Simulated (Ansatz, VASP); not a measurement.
## WSe2: VASP beside Ansatz

```xyz
48
Lattice="-6.6359 11.4937 0.0000 6.6359 11.4937 0.0000 1.6590 2.8734 -16.6581" Properties=species:S:1:pos:R:3 pbc="T T T"
W    -3.3179    5.7468    0.0000
W    -1.6590    8.6203    0.0000
W    -4.9769    8.6203    0.0000
W     0.0000    0.0000    0.0000
W     1.6590    2.8734    0.0000
W     3.3179    5.7468    0.0000
W     4.9769    8.6203    0.0000
W    -1.6590    2.8734    0.0000
W     0.0000    5.7468    0.0000
W     1.6590    8.6203    0.0000
W     0.0000   11.4937    0.0000
W     1.6590   14.3671    0.0000
W    -3.3179   11.4937    0.0000
W    -1.6590   14.3671    0.0000
W     0.0000   17.2405    0.0000
W     3.3179   11.4937    0.0000
Se   -3.3179   13.4093  -14.9959
Se    0.0000    7.6624  -14.9959
Se    1.6590   10.5359  -14.9959
Se    3.3179   13.4093  -14.9959
Se   -1.6590   10.5359  -14.9959
Se    0.0000   13.4093  -14.9959
Se   -1.6590   16.2827  -14.9959
Se    0.0000   19.1561  -14.9959
Se    1.6590   22.0295  -14.9959
Se    1.6590    4.7890  -14.9959
Se    3.3179    7.6624  -14.9959
Se    4.9769   10.5359  -14.9959
Se    6.6359   13.4093  -14.9959
Se    4.9769   16.2827  -14.9959
Se    1.6590   16.2827  -14.9959
Se    3.3179   19.1561  -14.9959
Se   -4.9769   10.5359   -1.6622
Se   -1.6590    4.7890   -1.6622
Se    0.0000    7.6624   -1.6622
Se    1.6590   10.5359   -1.6622
Se   -3.3179    7.6624   -1.6622
Se   -1.6590   10.5359   -1.6622
Se   -3.3179   13.4093   -1.6622
Se   -1.6590   16.2827   -1.6622
Se    0.0000   19.1561   -1.6622
Se    0.0000    1.9156   -1.6622
Se    1.6590    4.7890   -1.6622
Se    3.3179    7.6624   -1.6622
Se    4.9769   10.5359   -1.6622
Se    3.3179   13.4093   -1.6622
Se    0.0000   13.4093   -1.6622
Se    1.6590   16.2827   -1.6622
```

Alike in both runs: task single point; functional PBE; k mesh 1 × 1 × 1; occupations gaussian, width 0.05 eV; no spin polarisation.

|  | VASP | Ansatz |
| --- | --- | --- |
| version | VASP 6.6.1 | Ansatz 0.2.0 |
| potentials or method | VASP PAW PBE potentials, release 64 (W_sv, Se), cutoff 520 eV | scalar-relativistic, plane waves, PAW |
| valence electrons in the cell | 416 | 736 |

|  | VASP | Ansatz | Ansatz less VASP |
| --- | --- | --- | --- |
| gap on the k mesh at the Fermi level (eV) | 2.26 | 2.26 | +0.002 |
| rms of the force components (eV/Å) | 0.139 | 0.116 | -0.0226 |

Atom by atom the forces differ by 0.023 eV/Å (rms over components). VASP's potentials hold 416 valence electrons a cell and Ansatz's 736, so a difference there can come from the potentials and not from the codes.

Neither program's run includes spin-orbit coupling.
